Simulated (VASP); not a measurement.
**Na2S: single point with PBE**

Na2S:

```xyz
3
Lattice="0.0000 3.2554 3.2554 3.2554 0.0000 3.2554 3.2554 3.2554 0.0000" Properties=species:S:1:pos:R:3 pbc="T T T"
S     0.0000    0.0000    0.0000
Na    1.6277    1.6277    1.6277
Na    4.8831    4.8831    4.8831
```

```json
{
  "Program": "VASP 6.6.1",
  "Task": "single point",
  "Functional": "PBE",
  "Potentials or basis": "VASP PAW PBE potentials, release 64 (S, Na_pv)",
  "Cutoff": "500 eV",
  "k mesh": "6 × 6 × 6",
  "Occupations": "gaussian, width 0.01 eV",
  "Spin": "no spin polarisation",
  "Dipole correction": "no",
  "Further INCAR settings": "ALGO = Normal; EDIFF = 1e-06; NBANDS = 17"
}
```

```yaml
Pressure: 0.8 GPa
Band_gap_on_the_k_mesh: 2.53 eV
```

Levels at points of the mesh, in eV from the valence-band top:
| k point | band 8 | band 9 | band 10 | band 11 | band 12 | band 13 |
| --- | --- | --- | --- | --- | --- | --- |
| (0.00, 0.00, 0.00) | 0.00 | 0.00 | 0.00 | 2.53 | 7.79 | 7.79 |
| (0.50, 0.00, 0.00) | -1.66 | -0.13 | -0.13 | 4.85 | 6.51 | 7.18 |
| (0.50, 0.50, 0.00) | -1.49 | -0.46 | -0.46 | 3.85 | 6.05 | 8.57 |

It took 12 s on 1 thread of Intel(R) Xeon(R) 6975P-C (Granite Rapids) (shared host), peak memory 0.2 GiB.

Caveat: the structure was generated, so it needn't be the stable form of Na2S.
